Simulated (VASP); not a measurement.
Input of a VASP 6.6.1 run:

INCAR

```
PREC = Accurate
ENCUT = 520
EDIFF = 1E-6
ISMEAR = -1
SIGMA = 0.05
LREAL = F
LASPH = T
NELM = 80
ALGO = Normal
ISIF = 2
LWAVE = F
LCHARG = F
GGA = B5
ALDAX = 1.0
AGGAX = 1.0
AGGAC = 1.0
ALDAC = 0.0
IVDW = 13
VDW_S6 = 1.0
VDW_S8 = 2.34076671
VDW_A1 = 0.44488865
VDW_A2 = 4.0933009
NBANDS = 56
```

Contents of KPOINTS:

```
Automatic mesh
0
Gamma
  5 6 5
```

The input POSCAR:

```
HfO2
1.0
    5.2970653252      0.0000000000      0.0000000000
    0.0000000000      5.0689796205      0.0000000000
    0.0000000000      0.0000000000      5.1031420574
Hf O
4 8
Direct
    0.9679267526      0.7340634958      0.7397905188
    0.5320732474      0.7340634958      0.2397905188
    0.4679267526      0.2659365042      0.7397905188
    0.0320732474      0.2659365042      0.2397905188
    0.6346934528      0.9329156205      0.8832551301
    0.8653065472      0.9329156205      0.3832551301
    0.2286364870      0.5375723053      0.4899543511
    0.2713635130      0.5375723053      0.9899543511
    0.7713635130      0.4624276947      0.9899543511
    0.7286364870      0.4624276947      0.4899543511
    0.1346934528      0.0670843795      0.8832551301
    0.3653065472      0.0670843795      0.3832551301
```

Potentials or basis: VASP PAW PBE potentials, release 64 (Hf_pv, O).

The run is started by

```sh
$ cat potpaw_PBE.64/Hf_pv/POTCAR potpaw_PBE.64/O/POTCAR > POTCAR
$ mpirun -np 1 vasp_std > vasp.out
```

Q: Predict the dispersion energy per atom.

A: -0.351 eV.

Q: What does it give for the largest force?

A: 0.045 eV/Å.

Stress tensor (GPa, compression positive):
```
-2.47  0.00  0.00
 0.00 -2.41  0.00
 0.00  0.00 -2.37
```

Caveat: the PAW data sets were made with another functional, which shifts forces and pressure a little.
